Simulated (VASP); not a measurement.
Wanted: the native input for a VASP 6.6.1 run.

```
Task                   : single point
Functional             : PBE
Potentials or basis    : VASP PAW PBE potentials, release 64 (Cs_sv, Au)
Cutoff                 : 520 eV
k mesh                 : 4 × 4 × 4
Occupations            : gaussian, width 0.1 eV
Spin                   : no spin polarisation
Dipole correction      : no
Further INCAR settings : ALGO = Normal; EDIFF = 1e-07; NBANDS = 32
```

The structure of Cs4Au lies in POSCAR:

```
Cs4Au
1.0
   -4.5465177343      4.5465177343      4.5465177343
    4.5465177343     -4.5465177343      4.5465177343
    4.5465177343      4.5465177343     -4.5465177343
Cs Au
4 1
Direct
    0.0000000000      0.0000000000      0.5000000000
    0.5000000000      0.0000000000      0.0000000000
    0.0000000000      0.5000000000      0.0000000000
    0.5000000000      0.5000000000      0.5000000000
    0.0000000000      0.0000000000      0.0000000000
```

The cell was generated, and may not be a known phase.

One way to write it, as run:

INCAR

```
SYSTEM = Cs4Au
ALGO     = Normal         ! electronic algorithm
EDIFF    = 1E-7           ! SCF threshold, eV
ENCUT    = 520            ! plane-wave cutoff, eV
GGA      = PE             ! functional
ISIF     = 2              ! what is computed and relaxed
ISMEAR   = 0              ! smearing method
LASPH    = .TRUE.         ! aspherical terms in the spheres
LCHARG   = .TRUE.         ! write CHGCAR
LELF     = .TRUE.         ! ELF
LREAL    = .FALSE.        ! projectors in reciprocal space
LVHAR    = .TRUE.       
LWAVE    = .FALSE.        ! write WAVECAR
NBANDS   = 32             ! bands
NELM     = 80             ! most SCF steps
PREC     = Accurate       ! precision mode
SIGMA    = 0.1            ! smearing width, eV
```

KPOINTS

```
k-points
0
G
  4 4 4
  0 0 0
```

Potentials or basis: VASP PAW PBE potentials, release 64 (Cs_sv, Au).

Launch:

```bash
$ cat potpaw_PBE.64/Cs_sv/POTCAR potpaw_PBE.64/Au/POTCAR > POTCAR
$ mpirun -np 1 vasp_std > vasp.out
```

Results of the run:

- Pressure: 0.2 GPa
- Band gap on the k mesh: zero (an odd number of electrons rules out a gap without spin polarisation)

Caveat: spin-orbit coupling is left out, which moves the levels of the heavy elements.

It took 3.9 min on 1 thread of Oxide Virtual Turin-like Processor, with other jobs on the host, peak memory 0.47 GiB.
